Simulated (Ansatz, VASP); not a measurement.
# C: VASP beside Ansatz

The input INCAR:

```
SYSTEM = C
PREC = Accurate
ENCUT = 520
EDIFF = 1E-7
ISMEAR = 0
SIGMA = 0.01
LREAL = .FALSE.
LASPH = .TRUE.
NELM = 60
ALGO = Normal
ISIF = 2
LWAVE = .FALSE.
LCHARG = .TRUE.
GGA = PS
LELF = .TRUE.
LVHAR = .TRUE.
NBANDS = 11
```

File KPOINTS:

```
regular mesh
0
G
  12 12 12
  0 0 0
```

The input POSCAR:

```
C
1.0
    1.7742848629      1.7742848629      0.0000000000
   -1.7742848629      1.7742848629      0.0000000000
    0.0000000000      1.7742848629      1.7742848629
C
2
Direct
    0.5000000000      0.5000000000      0.0000000000
    0.7500000000      0.2500000000      0.5000000000
```

Input for Ansatz:

```yaml
crystal:
  lattice:
    - [1.77428486289, 1.77428486289, 0.0]
    - [-1.77428486289, 1.77428486289, 0.0]
    - [0.0, 1.77428486289, 1.77428486289]
  atoms:
    - { symbol: C, position: [0.5, 0.5, 0.0] }
    - { symbol: C, position: [0.75, 0.25, 0.5] }
kpoints:
  mp_grid: { grid: [12, 12, 12] }
scf:
  occupations: { method: fixed }
  convergence: { dr2_threshold: 1.0e-10 }
hamiltonian:
  xc: pbesol
  pseudopotentials: { kind: all_electron, lapw: { basis_error: 0.0005 } }
output:
  forces: true
  stress: true
  eigenstates:
    kpoints:
      - [0.0, 0.0, 0.0]
      - [0.367781451, -0.36778145, 0.0]
      - [0.367781451, 0.36778145, 0.36778145]
      - [0.0, 1.0e-09, 0.367781451]
      - [-0.5, -0.5, -0.5]
      - [-0.5, 0.5, 0.0]
      - [0.0, 0.0, -0.5]
      - [0.0, -0.5, -0.5]
      - [0.0, 0.5, 0.0]
      - [-0.5, 0.0, 0.0]
      - [-0.5, 0.0, -0.5]
  eigenvalues: true
```

Alike in both runs: task single point; functional PBEsol; k mesh 12 × 12 × 12; no spin polarisation.

|  | VASP | Ansatz |
| --- | --- | --- |
| version | VASP 6.6.1 | Ansatz 0.2.0 |
| potentials or method | VASP PAW PBE potentials, release 64 (C), cutoff 520 eV | all-electron LAPW, scalar-relativistic |
| occupations | gaussian, width 0.01 eV | fixed |

|  | VASP | Ansatz | Ansatz less VASP |
| --- | --- | --- | --- |
| gap on the k mesh at the Fermi level (eV) | 4.07 | 4.08 | +0.006 |
| pressure (GPa) | 3.1 | 2.0 | -1.10 |

VASP's potentials were made for PBE, not for PBEsol. Ansatz ran all-electron here, and VASP with PAW potentials.
